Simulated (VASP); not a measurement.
Set up this calculation in VASP 6.6.1, as the native input.

- Task: single point
- Functional: PBE
- Potentials or basis: VASP PAW PBE potentials, release 64 (Li_sv, H)
- Cutoff: 520 eV
- k mesh: 4 × 4 × 2
- Occupations: fermi-dirac, width 0.146 eV
- Spin: no spin polarisation
- Dipole correction: no
- Further INCAR settings: LREAL = Auto; ALGO = Normal; EDIFF = 1e-06; NBANDS = 42

The structure of LiH lies in POSCAR:

```
LiH
1.0
    0.0000000000      4.0059896822      4.0059896822
    4.0059896822      0.0000000000      4.0059896822
    6.0089845233      6.0089845233      0.0000000000
Li H
12 12
Direct
    0.0310455118     -0.0709699781      0.0276665715
   -0.0117474092     -0.0412669560      0.3199610504
   -0.0195000502      0.0069780509      0.6991881879
    0.0146609214      0.5502351915      0.0102087965
   -0.0116800101      0.4164910877      0.3784907402
    0.0584935356      0.4891117191      0.6701079832
    0.5751012066      0.0285618559     -0.0324744554
    0.4777775661      0.0118936901      0.3230732235
    0.5286530091     -0.0916671108      0.6751868780
    0.5437523990      0.5450282385     -0.0175396524
    0.5139781086      0.5120896864      0.2966384741
    0.4160421350      0.5562471890      0.6508696244
    0.2830786123      0.2553431439      0.1793991973
    0.3128522786      0.1945471811      0.4786431033
    0.3280515189      0.2806777074      0.8114021564
    0.2964419767      0.7982800141      0.1794420498
    0.2449563224      0.7661101859      0.4861870568
    0.3070544603      0.7289065204      0.8272950248
    0.7786319355      0.2457800888      0.1601001794
    0.7571253899      0.1807914042      0.4637160387
    0.8018653953      0.2136304803      0.8547253667
    0.7634992206      0.7245512920      0.1805957389
    0.7444977987      0.7147173925      0.5041736234
    0.8467299642      0.6677315001      0.8540540386
```

The input as run:

INCAR

```
  ALGO = Normal
  EDIFF = 1E-6
  ENCUT = 520
  GGA = PE
  ISIF = 2
  ISMEAR = -1
  LASPH = True
  LCHARG = True
  LELF = True
  LREAL = Auto
  LVHAR = True
  LWAVE = False
  NBANDS = 42
  NELM = 100
  PREC = Accurate
  SIGMA = 0.146
```

KPOINTS

```
k-points
0
Gamma
  4 4 2
```

Potentials or basis: VASP PAW PBE potentials, release 64 (Li_sv, H).

Launch:

```console
$ cat potpaw_PBE.64/Li_sv/POTCAR potpaw_PBE.64/H/POTCAR > POTCAR
$ mpirun -np 1 vasp_std > vasp.out
```

It gave:

- Largest force: 1.848 eV/Å
- Band gap on the k mesh: 2.66 eV

Caveat: the k points lie up to 0.45 Å⁻¹ apart; the atoms stand as in a frame of molecular dynamics; forces of over 1 eV/Å act on the atoms, so gaps and moduli don't describe the material at rest.

Run time: 6.2 min on 1 thread of Oxide Virtual Turin-like Processor, with other jobs on the host, peak memory 0.31 GiB.
